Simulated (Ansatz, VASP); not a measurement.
One calculation of Ga2GeO2, two programs

```
CELL_PARAMETERS angstrom
3.87119 0.00000 0.00000
-1.93559 3.35255 0.00000
0.00000 0.00000 6.48369
ATOMIC_POSITIONS crystal
Ga 0.33333 0.66667 0.72168
Ga 0.33333 0.66667 0.27832
Ge 0.66667 0.33333 0.50000
O 0.00000 0.00000 0.00000
O 0.33333 0.66667 0.00000
```

Alike in both runs: functional PBE; k mesh 6 × 6 × 4; occupations gaussian, width 0.1 eV; no spin polarisation.

Ansatz relaxed the structure, and its values are those at the end. VASP's run is a single point on that final structure, the one shown.

```csv
,VASP,Ansatz
version,VASP 6.6.1,Ansatz 0.2.0
potentials or method,"VASP PAW PBE potentials, release 64 (Ga_d, Ge_d, O), cutoff 520 eV","scalar-relativistic, plane waves, PAW"
valence electrons in the cell,52,52
```

```csv
,VASP,Ansatz,Ansatz less VASP
gap on the k mesh at the Fermi level (eV),none,none,-
pressure (GPa),0.0,-0.1,-0.01
rms of the force components (eV/Å),0.004,0.007,+0.0026
```

A gap of «none» marks a metal or a gap that the smearing closes.
